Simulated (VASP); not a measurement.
# SnO2 in VASP: a series of runs

The runs below take SnO2 through single point, with LDA.

All numbers are computed with VASP 6.6.1; they aren't measurements. Logs are shortened: lines on timing, memory, paths and dates and some standing lists are left out, and cuts for length are marked.

## 1. The cell of the first run

Symmetry: P-42_1m, No. 113, tetragonal system. Conventional cell: a = 4.721 Å, b = 4.721 Å, c = 3.189 Å, α = 90.00°, β = 90.00°, γ = 90.00°. Sn (site symmetry 2mm) has 6 O at 2.00 to 2.11 Å within 2.6 Å. O (site symmetry m) has 3 Sn at 2.00 to 2.11 Å and 1 O at 2.59 Å within 2.6 Å.

## 2. Single point, LDA (mode 4 frozen in at +0.000 Å and mode 5 at -0.168 Å (largest displacements))

The input, INCAR:

```
ALGO = Normal ; EDIFF = 1E-6
ENCUT = 520 ; ISIF = 2
ISMEAR = 0 ; LASPH = True
LCHARG = False ; LREAL = False
LWAVE = False ; NBANDS = 35
NELM = 100 ; PREC = Accurate
SIGMA = 0.05
```

The input, KPOINTS:

```
k-points
0
Gamma
  6 6 8
```

The input, POSCAR:

```
SnO2
1.0
    4.7207174017      0.0000000000      0.0000000000
    0.0000000000      4.7207174017      0.0000000000
    0.0000000000      0.0000000000      3.1887553105
Sn O
2 4
Direct
    0.0000000000      0.0000000000     -0.0526851337
    0.5000000000      0.5000000000      0.5526851337
    0.3061065496      0.3061065496      0.0306530775
    0.1938934504      0.8061065496      0.4693469225
    0.6938934504      0.6938934504      0.0306530775
    0.8061065496      0.1938934504      0.4693469225
```

Potentials or basis: VASP PAW LDA potentials, release 64 (Sn_d, O).

Launch:

```console
> cat potpaw_LDA.64/Sn_d/POTCAR potpaw_LDA.64/O/POTCAR > POTCAR
> mpirun -np 1 vasp_std > vasp.out
```

OUTCAR:

```text
EDIFF = 1E-6
   ENCUT = 520
   ISIF = 2
   ISMEAR = 0
   LASPH = True
   LREAL = False
   NELM = 100
   PREC = Accurate

 ion  position               nearest neighbor table
   1  0.000  0.000  0.947-   4 2.00   6 2.00   5 2.06   3 2.06   4 2.11   6 2.11   2 3.57   2 3.57
                             2 3.57   2 3.57
   2  0.500  0.500  0.553-   3 2.00   5 2.00   4 2.06   6 2.06   3 2.11   5 2.11   1 3.57   1 3.57
                             1 3.57   1 3.57
   3  0.306  0.306  0.031-   2 2.00   1 2.06   2 2.11
   4  0.194  0.806  0.469-   1 2.00   2 2.06   1 2.11
   5  0.694  0.694  0.031-   2 2.00   1 2.06   2 2.11
   6  0.806  0.194  0.469-   1 2.00   2 2.06   1 2.11

  LATTYP: Found a simple tetragonal cell.
 ALAT       =     4.7207174017
 C/A-ratio  =     0.6754810846

  Lattice vectors:

 A1 = (   4.7207174017,   0.0000000000,   0.0000000000)
 A2 = (   0.0000000000,   4.7207174017,   0.0000000000)
 A3 = (   0.0000000000,   0.0000000000,   3.1887553105)

Analysis of symmetry for initial positions (statically):
=====================================================================
 Subroutine PRICEL returns:
 Original cell was already a primitive cell.

 Routine SETGRP: Setting up the symmetry group for a
 simple tetragonal supercell.

 Subroutine GETGRP returns: Found  8 space group operations
 (whereof  4 operations were pure point group operations)
 out of a pool of 16 trial point group operations.

The static configuration has the point symmetry C_2v.
 The point group associated with its full space group is D_2d.

Analysis of symmetry for dynamics (positions and initial velocities):
=====================================================================
 Subroutine PRICEL returns:
 Original cell was already a primitive cell.

 Routine SETGRP: Setting up the symmetry group for a
 simple tetragonal supercell.

 Subroutine GETGRP returns: Found  8 space group operations
 (whereof  4 operations were pure point group operations)
 out of a pool of 16 trial point group operations.

The dynamic configuration has the point symmetry C_2v.
 The point group associated with its full space group is D_2d.

 Subroutine INISYM returns: Found  8 space group operations
 (whereof  4 operations are pure point group operations),
 and found     1 'primitive' translations

----------------------------------------------------------------------------------------

[... 97 lines left out ...]
   LASPH  =      T    aspherical Exc in radial PAW
   ENCUT  =  520.0 eV  38.22 Ry    6.18 a.u.   8.78  8.78  5.93*2*pi/ulx,y,z
   NELM   =    100;   NELMIN=  2; NELMDL= -5     # of ELM steps
   EDIFF  = 0.1E-05   stopping-criterion for ELM
   LREAL  =      F    real-space projection
   EDIFFG = 0.1E-04   stopping-criterion for IOM
   NSW    =      0    number of steps for IOM
   IBRION =     -1    ionic relax: 0-MD 1-quasi-New 2-CG
   NFREE  =      0    steps in history (QN), initial steepest desc. (CG)
   ISIF   =      2    stress and relaxation
   ISYM   =      2    0-nonsym 1-usesym 2-fastsym
   POTIM  = 0.5000    time-step for ionic-motion
   TEBEG  =    0.0;   TEEND  =   0.0 temperature during run
   PSTRESS=    0.0 pullay stress
   NELECT =      52.0000    total number of electrons
   NUPDOWN=      -1.0000    fix difference up-down
   EMIN   =  10.00;   EMAX   =-10.00  energy-range for DOS
   EFERMI =   0.00;   METHOD = LEGACY
   ISMEAR =     0;   SIGMA  =   0.05  broadening in eV -4-tet -1-fermi 0-gaus
   EFERMI_NEDOS =   21; number of points for ismear=-14 and -15
   IALGO  =     38    algorithm
   IMIX   =      4    mixing-type and parameters
     AMIX     =   0.40;   BMIX     =  1.00
     AMIX_MAG =   1.60;   BMIX_MAG =  1.00
  volume/ion in A,a.u.               =      11.84        79.92
  Fermi-wavevector in a.u.,A,eV,Ry     =   1.475243  2.787805 29.610927  2.176342
  Thomas-Fermi vector in A             =   2.589916
   LORBIT       =      0    0 simple, 1 ext, 2 COOP (PROOUT), +10 PAW based schemes
   GGA     = CA    functional components
   LHFCALC =     F    Hartree Fock is set to
   AEXX    =    0.0000 exact exchange contribution
   IVDW    =     0    specifies the selected vdW correction
   LEPSILON=     F    determine dielectric tensor
   LRPA    =     F    only Hartree local field effects (RPA)
 non-spin polarized calculation
 Gauss-broadening in eV      SIGMA  =   0.05
  energy-cutoff  :      520.00
  volume of cell :       71.06
 maximum number of plane-waves:      1934
 NGX is ok and might be reduce to    36
   NGX = 17   NGY = 17   NGZ = 11

 number of electron      51.9999985 magnetization

 Free energy of the ion-electron system (eV)
  ---------------------------------------------------
  ext. energy  EPLUGINS =         0.00000000
  ---------------------------------------------------
  free energy    TOTEN  =       -41.98455737 eV

  energy without entropy =      -41.98455737  energy(sigma->0) =      -41.98455737

 E-fermi :   6.2309     XC(G=0): -11.8437

 val. band max:        5.9990657383   @ k =   0.0000   0.0000   0.0000
 cond. band min:       7.0461824640   @ k =   0.0000   0.0000   0.0000
 fundamental gap:      1.0471167257
 Fermi energy:         6.2308818927

 k-point     1 :       0.0000    0.0000    0.0000
  band No.  band energies     occupation
      1     -15.0451      2.00000
      2     -14.3196      2.00000
      3     -14.0415      2.00000
      4     -14.0415      2.00000
      5     -14.0285      2.00000
      6     -13.8972      2.00000
[... 901 lines left out ...]
     34      17.7181      0.00000
     35      18.6373      0.00000

 [... further k-points ...]
[... 5 lines left out ...]
  --------------------------------------------------------------------------------------
  -------------------------------------------------------------------------------------
  Total        0.7939505      0.7939505      0.6157269      0.0000000      0.0000000      0.0000000
  in kB       17.9005675     17.9005675     13.8823024      0.0000000      0.0000000      0.0000000
  external PRESSURE =      16.5611458 kB  Pullay stress =       0.0000000 kB

 VOLUME and BASIS-vectors are now :
 -----------------------------------------------------------------------------
  energy-cutoff  :      520.00
  volume of cell :       71.06
      direct lattice vectors                 reciprocal lattice vectors
     4.720717402  0.000000000  0.000000000     0.211832210  0.000000000  0.000000000
     0.000000000  4.720717402  0.000000000     0.000000000  0.211832210  0.000000000
     0.000000000  0.000000000  3.188755310     0.000000000  0.000000000  0.313601987

 POSITION                                       TOTAL-FORCE (eV/Angst)
 -----------------------------------------------------------------------------------
      0.00000      0.00000      3.02076        -0.000000      0.000000      1.670246
      2.36036      2.36036      1.76238        -0.000000      0.000000     -1.670246
      1.44504      1.44504      0.09775        -0.232120     -0.232120     -0.087985
      0.91532      3.80540      1.49663         0.232120     -0.232120      0.087985
      3.27567      3.27567      0.09775         0.232120      0.232120     -0.087985
      3.80540      0.91532      1.49663        -0.232120      0.232120      0.087985
 -----------------------------------------------------------------------------------
    total drift:                               -0.000000     -0.000000     -0.000000

  FREE ENERGIE OF THE ION-ELECTRON SYSTEM (eV)
  ---------------------------------------------------
  free  energy   TOTEN  =       -41.9845573669 eV

  energy  without entropy=      -41.9845573669  energy(sigma->0) =      -41.98455737
```

Wall time 39 s (1 thread of Intel Xeon 6975P-C (Granite Rapids), shared host); peak memory 0.21 GiB.

What came out:

| Property | Result |
| --- | --- |
| Free energy | -41.9846 eV |
| Pressure | 1.7 GPa |
| Largest force | 1.670 eV/Å |
| Band gap on the k mesh | 1.05 eV, direct |

Forces in eV/Å, atoms in the order of the input:
```
Sn   0.000  0.000  1.670
Sn   0.000  0.000 -1.670
O   -0.232 -0.232 -0.088
O    0.232 -0.232  0.088
O    0.232  0.232 -0.088
O   -0.232  0.232  0.088
```

Levels at points of the mesh, in eV from the valence-band top:
| k point | band 22 | band 23 | band 24 | band 25 | band 26 | band 27 | band 28 | band 29 | band 30 | band 31 |
| --- | --- | --- | --- | --- | --- | --- | --- | --- | --- | --- |
| (0.00, 0.00, 0.00) | -1.39 | -1.39 | -0.73 | -0.73 | 0.00 | 1.05 | 5.90 | 6.02 | 6.02 | 9.97 |
| (0.50, 0.00, 0.00) | -2.06 | -1.27 | -1.27 | -0.65 | -0.65 | 4.18 | 4.18 | 6.73 | 6.73 | 10.62 |
| (0.50, 0.50, 0.00) | -2.08 | -1.37 | -1.37 | -0.95 | -0.95 | 4.58 | 4.58 | 7.15 | 7.15 | 10.74 |
| (0.00, 0.00, 0.50) | -2.65 | -2.09 | -1.41 | -1.30 | -1.30 | 5.55 | 6.31 | 9.22 | 9.87 | 9.98 |
| (0.50, 0.00, 0.50) | -1.86 | -1.14 | -1.14 | -0.77 | -0.77 | 6.16 | 6.16 | 7.75 | 7.75 | 10.59 |
| (0.50, 0.50, 0.50) | -2.53 | -1.00 | -1.00 | -0.88 | -0.88 | 4.69 | 4.69 | 8.30 | 8.30 | 10.85 |

Caveat: the cell differs from its parent crystal (mode 4 frozen in at +0.000 Å and mode 5 at -0.168 Å (largest displacements)); spin-orbit coupling is left out, which moves the levels of the heavy elements; forces of over 1 eV/Å act on the atoms, so gaps and moduli don't describe the material at rest.

## 3. Single point, LDA (mode 4 frozen in at -0.120 Å and mode 5 at -0.210 Å (largest displacements))

The input, INCAR:

```
SYSTEM = SnO2
ALGO = Normal ; EDIFF = 1E-6
ENCUT = 520 ; ISIF = 2
ISMEAR = 0 ; LASPH = .True.
LCHARG = .True. ; LELF = .True.
LREAL = .False. ; LVHAR = .True.
LWAVE = .False. ; NBANDS = 35
NELM = 80 ; PREC = Accurate
SIGMA = 0.05
```

The input, KPOINTS:

```
k-points
0
Gamma
  6 6 8
  0 0 0
```

The input, POSCAR:

```
SnO2
1.0
    4.7207174017      0.0000000000      0.0000000000
    0.0000000000      4.7207174017      0.0000000000
    0.0000000000      0.0000000000      3.1887553105
Sn O
2 4
Direct
    0.0000000000      0.0000000000     -0.0658564172
    0.5000000000      0.5000000000      0.5658564172
    0.2881919057      0.3240211935      0.0383163468
    0.2118080943      0.8240211935      0.4616836532
    0.7118080943      0.6759788065      0.0383163468
    0.7881919057      0.1759788065      0.4616836532
```

Potentials or basis: VASP PAW LDA potentials, release 64 (Sn_d, O).

Launch:

```console
> cat potpaw_LDA.64/Sn_d/POTCAR potpaw_LDA.64/O/POTCAR > POTCAR
> mpirun -np 1 vasp_std > vasp.out
```

OUTCAR:

```text
SYSTEM = SnO2
   EDIFF = 1E-6
   ENCUT = 520
   ISIF = 2
   ISMEAR = 0
   LASPH = .True.
   LREAL = .False.
   NELM = 80
   PREC = Accurate

 ion  position               nearest neighbor table
   1  0.000  0.000  0.934-   4 1.99   6 1.99   5 2.07   3 2.07   4 2.13   6 2.13   2 3.54   2 3.54
                             2 3.54   2 3.54
   2  0.500  0.500  0.566-   3 1.99   5 1.99   4 2.07   6 2.07   3 2.13   5 2.13   1 3.54   1 3.54
                             1 3.54   1 3.54
   3  0.288  0.324  0.038-   2 1.99   1 2.07   2 2.13
   4  0.212  0.824  0.462-   1 1.99   2 2.07   1 2.13
   5  0.712  0.676  0.038-   2 1.99   1 2.07   2 2.13
   6  0.788  0.176  0.462-   1 1.99   2 2.07   1 2.13

  LATTYP: Found a simple tetragonal cell.
 ALAT       =     4.7207174017
 C/A-ratio  =     0.6754810846

  Lattice vectors:

 A1 = (   4.7207174017,   0.0000000000,   0.0000000000)
 A2 = (   0.0000000000,   4.7207174017,   0.0000000000)
 A3 = (   0.0000000000,   0.0000000000,   3.1887553105)

Analysis of symmetry for initial positions (statically):
=====================================================================
 Subroutine PRICEL returns:
 Original cell was already a primitive cell.

[... 178 lines left out ...]

 E-fermi :   6.1723     XC(G=0): -11.8537

 val. band max:        5.9287494276   @ k =   0.0000   0.0000   0.0000
 cond. band min:       6.9997639178   @ k =   0.0000   0.0000   0.0000
 fundamental gap:      1.0710144902
 Fermi energy:         6.1722712747

 k-point     1 :       0.0000    0.0000    0.0000
  band No.  band energies     occupation
      1     -15.0195      2.00000
      2     -14.3306      2.00000
      3     -14.0731      2.00000
      4     -14.0680      2.00000
      5     -14.0420      2.00000
      6     -13.9003      2.00000
[... 901 lines left out ...]
     34      17.9213      0.00000
     35      18.0461      0.00000

 [... further k-points ...]
[... 5 lines left out ...]
  --------------------------------------------------------------------------------------
  -------------------------------------------------------------------------------------
  Total        0.5375455      0.7955343      0.1462407      0.0000000      0.0000000      0.0000000
  in kB       12.1196085     17.9362761      3.2971728      0.0000000      0.0000000      0.0000000
  external PRESSURE =      11.1176858 kB  Pullay stress =       0.0000000 kB

 VOLUME and BASIS-vectors are now :
 -----------------------------------------------------------------------------
  energy-cutoff  :      520.00
  volume of cell :       71.06
      direct lattice vectors                 reciprocal lattice vectors
     4.720717402  0.000000000  0.000000000     0.211832210  0.000000000  0.000000000
     0.000000000  4.720717402  0.000000000     0.000000000  0.211832210  0.000000000
     0.000000000  0.000000000  3.188755310     0.000000000  0.000000000  0.313601987

 POSITION                                       TOTAL-FORCE (eV/Angst)
 -----------------------------------------------------------------------------------
      0.00000      0.00000      2.97876         0.000000     -0.000000      2.072318
      2.36036      2.36036      1.80438         0.000000     -0.000000     -2.072318
      1.36047      1.52961      0.12218        -0.262484     -0.355256     -0.128068
      0.99989      3.88997      1.47220         0.262484     -0.355256      0.128068
      3.36024      3.19110      0.12218         0.262484      0.355256     -0.128068
      3.72083      0.83075      1.47220        -0.262484      0.355256      0.128068
 -----------------------------------------------------------------------------------
    total drift:                               -0.000001     -0.000000     -0.000000

  FREE ENERGIE OF THE ION-ELECTRON SYSTEM (eV)
  ---------------------------------------------------
  free  energy   TOTEN  =       -41.8023210345 eV

  energy  without entropy=      -41.8023210345  energy(sigma->0) =      -41.80232103
```

OSZICAR:

```text
N       E                     dE             d eps       ncg     rms          rms(c)
DAV:   1     0.630552906941E+03    0.63055E+03   -0.25235E+04  6173   0.236E+03
DAV:   2     0.536524465934E+02   -0.57690E+03   -0.54453E+03  5920   0.609E+02
DAV:   3    -0.429009896549E+02   -0.96553E+02   -0.94869E+02  6135   0.209E+02
DAV:   4    -0.479127252036E+02   -0.50117E+01   -0.49706E+01  7064   0.513E+01
DAV:   5    -0.480406159265E+02   -0.12789E+00   -0.12772E+00  6951   0.870E+00    0.158E+01
DAV:   6    -0.418763688116E+02    0.61642E+01   -0.17014E+01  9079   0.664E+01    0.643E+00
DAV:   7    -0.419005688853E+02   -0.24200E-01   -0.20356E+00  6318   0.810E+00    0.319E+00
DAV:   8    -0.418176638708E+02    0.82905E-01   -0.23250E-01  8694   0.433E+00    0.743E-01
DAV:   9    -0.418021927325E+02    0.15471E-01   -0.34162E-02  9278   0.312E+00    0.134E-01
DAV:  10    -0.418023098931E+02   -0.11716E-03   -0.36021E-03  7664   0.518E-01    0.537E-02
DAV:  11    -0.418023207529E+02   -0.10860E-04   -0.17003E-04  9093   0.161E-01    0.239E-02
DAV:  12    -0.418023238340E+02   -0.30812E-05   -0.17340E-05  6585   0.288E-02    0.151E-02
DAV:  13    -0.418023209701E+02    0.28639E-05   -0.10873E-05  7276   0.471E-02    0.104E-03
DAV:  14    -0.418023210345E+02   -0.64428E-07   -0.90860E-07  3400   0.881E-03
   1 F= -.41802321E+02 E0= -.41802321E+02  d E =-.490934E-14
```

It took 91 s on 1 thread of Intel Xeon Platinum 8488C (Sapphire Rapids), shared host; peak memory 0.26 GiB.

What came out:

```
Free energy            : -41.8023 eV
Pressure               : 1.1 GPa
Largest force          : 2.072 eV/Å
Band gap on the k mesh : 1.07 eV, direct
```

Forces in eV/Å, atoms in the order of the input:
```
Sn   0.000  0.000  2.072
Sn   0.000  0.000 -2.072
O   -0.262 -0.355 -0.128
O    0.262 -0.355  0.128
O    0.262  0.355 -0.128
O   -0.262  0.355  0.128
```

Stress tensor (GPa, compression positive):
```
1.21 0.00 0.00
0.00 1.79 0.00
0.00 0.00 0.33
```

Levels at points of the mesh, in eV from the valence-band top:
```csv
k point,band 23,band 24,band 25,band 26,band 27,band 28,band 29,band 30
"(0.00, 0.00, 0.00)",-1.26,-0.62,-0.51,0.00,1.07,5.92,6.04,6.15
"(0.50, 0.00, 0.00)",-1.19,-1.19,-0.40,-0.40,4.03,4.03,6.47,6.47
"(0.00, 0.50, 0.00)",-1.19,-1.19,-0.64,-0.64,4.22,4.22,7.07,7.07
"(0.50, 0.50, 0.00)",-1.27,-1.27,-0.82,-0.82,4.57,4.57,7.10,7.10
"(0.00, 0.00, 0.50)",-2.09,-1.24,-1.15,-1.14,5.41,6.34,9.18,9.64
"(0.50, 0.00, 0.50)",-0.99,-0.99,-0.75,-0.75,6.14,6.14,7.86,7.86
"(0.00, 0.50, 0.50)",-1.11,-1.11,-0.63,-0.63,6.02,6.02,7.58,7.58
"(0.50, 0.50, 0.50)",-0.92,-0.92,-0.75,-0.75,4.72,4.72,8.22,8.22
```

Caveat: the cell differs from its parent crystal (mode 4 frozen in at -0.120 Å and mode 5 at -0.210 Å (largest displacements)); spin-orbit coupling is left out, which moves the levels of the heavy elements; forces of over 1 eV/Å act on the atoms, so gaps and moduli don't describe the material at rest.

## 4. Single point, LDA (mode 4 frozen in at -0.120 Å and mode 5 at -0.126 Å (largest displacements))

The input, INCAR:

```
  ALGO = Normal
  EDIFF = 1E-7
  ENCUT = 520
  GGA = CA
  ISIF = 2
  ISMEAR = 0
  LASPH = T
  LCHARG = T
  LELF = T
  LREAL = F
  LVHAR = T
  LWAVE = F
  NBANDS = 35
  NELM = 60
  PREC = Accurate
  SIGMA = 0.05
```

The input, KPOINTS:

```
k-points
0
Gamma
  6 6 8
```

The input, POSCAR:

```
SnO2
1.0
    4.7207174017      0.0000000000      0.0000000000
    0.0000000000      4.7207174017      0.0000000000
    0.0000000000      0.0000000000      3.1887553105
Sn O
2 4
Direct
    0.0000000000      0.0000000000     -0.0395138503
    0.5000000000      0.5000000000      0.5395138503
    0.2881919057      0.3240211935      0.0229898081
    0.2118080943      0.8240211935      0.4770101919
    0.7118080943      0.6759788065      0.0229898081
    0.7881919057      0.1759788065      0.4770101919
```

Launch:

```console
> cat potpaw_LDA.64/Sn_d/POTCAR potpaw_LDA.64/O/POTCAR > POTCAR
> mpirun -np 1 vasp_std > vasp.out
```

Run time: 7.1 min. Hardware: 1 thread of AMD EPYC 7R13, shared host; peak memory 0.23 GiB.

Results (log left out):

- Free energy: -42.0980 eV
- Pressure: 0.8 GPa
- Largest force: 1.220 eV/Å
- Band gap on the k mesh: 1.22 eV, direct

Forces in eV/Å, atoms in the order of the input:
```
Sn   0.000  0.000  1.220
Sn   0.000  0.000 -1.220
O   -0.059 -0.166 -0.074
O    0.059 -0.166  0.074
O    0.059  0.166 -0.074
O   -0.059  0.166  0.074
```

Stress tensor (GPa, compression positive):
```
0.25 0.00 0.00
0.00 1.28 0.00
0.00 0.00 0.72
```

Levels at points of the mesh, in eV from the valence-band top:
```tsv
k point	band 23	band 24	band 25	band 26	band 27	band 28	band 29	band 30
(0.00, 0.00, 0.00)	-1.18	-0.68	-0.59	0.00	1.22	5.98	6.11	6.21
(0.50, 0.00, 0.00)	-1.15	-1.15	-0.42	-0.42	4.20	4.20	6.56	6.56
(0.00, 0.50, 0.00)	-1.15	-1.15	-0.64	-0.64	4.41	4.41	7.17	7.17
(0.50, 0.50, 0.00)	-1.27	-1.27	-0.80	-0.80	4.73	4.73	7.28	7.28
(0.00, 0.00, 0.50)	-1.91	-1.40	-1.14	-1.13	5.74	6.31	9.34	9.83
(0.50, 0.00, 0.50)	-0.96	-0.96	-0.74	-0.74	6.33	6.33	8.01	8.01
(0.00, 0.50, 0.50)	-1.13	-1.13	-0.58	-0.58	6.21	6.21	7.74	7.74
(0.50, 0.50, 0.50)	-0.91	-0.91	-0.73	-0.73	4.77	4.77	8.54	8.54
```

Caveat: the cell differs from its parent crystal (mode 4 frozen in at -0.120 Å and mode 5 at -0.126 Å (largest displacements)); spin-orbit coupling is left out, which moves the levels of the heavy elements; forces of over 1 eV/Å act on the atoms, so gaps and moduli don't describe the material at rest.

[end of part 1 of 2]
